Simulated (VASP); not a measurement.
Li2O:

```
Li O
1.0
     0.00000    2.30950    2.30950
     2.30950    0.00000    2.30950
     2.30950    2.30950    0.00000
Li O
2 1
Direct
  0.25000 0.25000 0.25000
  0.75000 0.75000 0.75000
  0.00000 0.00000 0.00000
```

Program: VASP 6.6.1. Alike in all runs: task single point; no spin polarisation; cell as given.

**Question.** Order these runs on this cell by their band gap on the k mesh, lowest first.
A. level LDA; potentials or basis VASP PAW LDA potentials, release 64 (Li_sv, O); k mesh 10 × 10 × 10; cutoff (eV) 750; smearing gaussian 0.05 eV
B. level PBE; potentials or basis VASP PAW PBE potentials, release 64 (Li_sv, O); k mesh 8 × 8 × 8; cutoff (eV) 750; smearing tetrahedron
C. level r2SCAN; potentials or basis VASP PAW PBE potentials, release 64 (Li_sv, O); k mesh 8 × 8 × 8; cutoff (eV) 520; smearing gaussian 0.05 eV

**Answer.** A (4.80 eV), B (4.98 eV), C (5.67 eV).

A k mesh can miss the band edges.
